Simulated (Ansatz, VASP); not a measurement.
**Two plane-wave programs on BN**

The input INCAR:

```
SYSTEM = BN
ALGO = Normal
EDIFF = 1E-6
ENCUT = 600
GGA = PE
GGA_COMPAT = .False.
ISIF = 2
ISMEAR = 0
LASPH = .True.
LCHARG = .False.
LREAL = .False.
LWAVE = .False.
NBANDS = 11
NELM = 120
PREC = Accurate
SIGMA = 0.02
```

File KPOINTS:

```
k-points
0
Gamma
  12 12 12
  0 0 0
```

The input POSCAR:

```
BN
1.0
    0.0000000000      1.8029875174      1.8029875174
    1.8029875174      0.0000000000      1.8029875174
    1.8029875174      1.8029875174      0.0000000000
B N
1 1
Direct
    0.0000000000      0.0000000000      0.0000000000
    0.2500000000      0.2500000000      0.2500000000
```

Input for Ansatz:

```yaml
crystal:
  lattice:
    - [0.0, 1.8029875173, 1.8029875173]
    - [1.8029875173, 0.0, 1.8029875173]
    - [1.8029875173, 1.8029875173, 0.0]
  atoms:
    - { symbol: B, position: [0.0, 0.0, 0.0] }
    - { symbol: "N", position: [0.25, 0.25, 0.25] }
basis:
  ecutwfc: 420
kpoints:
  mp_grid: { grid: [12, 12, 12] }
  band_path:
    path:
      - [[0.0, 0.0, 0.0], [-0.5, -0.5, 0.0], [-0.375, -0.375, 0.25]]
      - [[-0.375, 0.0, 0.375], [0.0, 0.0, 0.0], [0.0, 0.0, 0.5], [-0.5, -0.25, 0.25], [-0.5, -0.5, 0.0]]
    npoints: 10
hamiltonian:
  xc: pbe
  pseudopotentials: { kind: paw, azcp: { folder: soft_1 } }
scf:
  occupations: { method: gaussian, width: 0.02 }
  n_extra_bands: 7
output:
  forces: true
  stress: true
  eigenvalues: true
```

Alike in both runs: task single point; functional PBE; k mesh 12 × 12 × 12; occupations gaussian, width 0.02 eV; no spin polarisation.

|  | VASP | Ansatz |
| --- | --- | --- |
| version | VASP 6.6.1 | Ansatz 0.2.0 |
| potentials or method | VASP PAW PBE potentials, release 64 (B, N), cutoff 600 eV | scalar-relativistic, plane waves, PAW |
| valence electrons in the cell | 8 | 8 |

```csv
,VASP,Ansatz,Ansatz less VASP
gap on the k mesh at the Fermi level (eV),4.47,4.47,+0.007
least direct gap on the mesh (eV),8.86,8.86,+0.006
pressure (GPa),5.9,5.7,-0.22
```

With one functional, cell and mesh, what is left measures potentials, basis and numerics.
